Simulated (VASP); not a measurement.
Here is a VASP 6.6.1 calculation.

The input INCAR:

```
SYSTEM = Bi2Br3
PREC = Accurate
ENCUT = 520
EDIFF = 1E-6
ISMEAR = 0
SIGMA = 0.1
LREAL = .False.
LASPH = .True.
NELM = 80
ALGO = Normal
ISIF = 2
LWAVE = .False.
LCHARG = .False.
GGA = PE
NBANDS = 62
```

File KPOINTS:

```
Automatic mesh
0
Gamma
  3 3 3
  0 0 0
```

POSCAR

```
Bi2Br3
1.0
    4.3312341871      2.5006392239      5.5130215595
   -4.3312341871      2.5006392239      5.5130215595
    0.0000000000     -5.0012784478      5.5130215595
Bi Br
4 6
Direct
    0.8429082681      0.8429082681      0.8429082681
    0.6570917319      0.6570917319      0.6570917319
    0.1570917319      0.1570917319      0.1570917319
    0.3429082681      0.3429082681      0.3429082681
    0.0927122282      0.4072877718      0.7500000000
    0.7500000000      0.0927122282      0.4072877718
    0.4072877718      0.7500000000      0.0927122282
    0.9072877718      0.5927122282      0.2500000000
    0.2500000000      0.9072877718      0.5927122282
    0.5927122282      0.2500000000      0.9072877718
```

Potentials or basis: VASP PAW PBE potentials, release 64 (Bi_d, Br).

Run with:

```console
$ cat potpaw_PBE.64/Bi_d/POTCAR potpaw_PBE.64/Br/POTCAR > POTCAR
$ mpirun -np 1 vasp_std > vasp.out
```

Predict the largest force.

0.016 eV/Å.

What does it give for the pressure?

0.0 GPa.

Predict the band gap on the k mesh.

zero (band 51 reaches 3.61 eV, above the bottom of band 52 at 3.08 eV).

Forces on the atoms (eV/Å):
```
Bi   0.000  0.000  0.016
Bi   0.000  0.000 -0.016
Bi   0.000  0.000 -0.016
Bi   0.000  0.000  0.016
Br   0.002  0.000  0.000
Br  -0.001  0.002  0.000
Br  -0.001 -0.002  0.000
Br  -0.002  0.000  0.000
Br   0.001 -0.002  0.000
Br   0.001  0.002  0.000
```

Caveat: spin-orbit coupling is left out, which moves the levels of the heavy elements.
